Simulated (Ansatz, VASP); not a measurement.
IrRu2: VASP beside Ansatz

```
Ru Ir
1.0
     2.73240    0.00000    0.00000
    -1.36620    2.36633    0.00000
     0.00000    0.00000   12.99663
Ru Ir
4 2
Direct
  0.33333 0.66667 0.08090
  0.33333 0.66667 0.41910
  0.66667 0.33333 0.58090
  0.66667 0.33333 0.91910
  0.33333 0.66667 0.75000
  0.66667 0.33333 0.25000
```

Alike in both runs: functional PBE; k mesh 18 × 18 × 4; occupations gaussian, width 0.1 eV; no spin polarisation.

Ansatz relaxed the structure, and its values are those at the end. VASP's run is a single point on that final structure, the one shown.

|  | VASP | Ansatz |
| --- | --- | --- |
| version | VASP 6.6.1 | Ansatz 0.2.0 |
| potentials or method | VASP PAW PBE potentials, release 64 (Ru_pv, Ir), cutoff 520 eV | scalar-relativistic, plane waves, PAW |
| valence electrons in the cell | 74 | 98 |

VASP gave:

* gap on the k mesh at the Fermi level (eV): none
* pressure (GPa): 0.1
* rms of the force components (eV/Å): 0.008

Problem. What did Ansatz give for the same quantities?

Solution. gap on the k mesh at the Fermi level (eV): none; pressure (GPa): 0.0; rms of the force components (eV/Å): 0.000.

A gap of «none» marks a metal or a gap that the smearing closes. VASP's potentials hold 74 valence electrons a cell and Ansatz's 98, so a difference there can come from the potentials and not from the codes.

Spin-orbit coupling is off throughout.
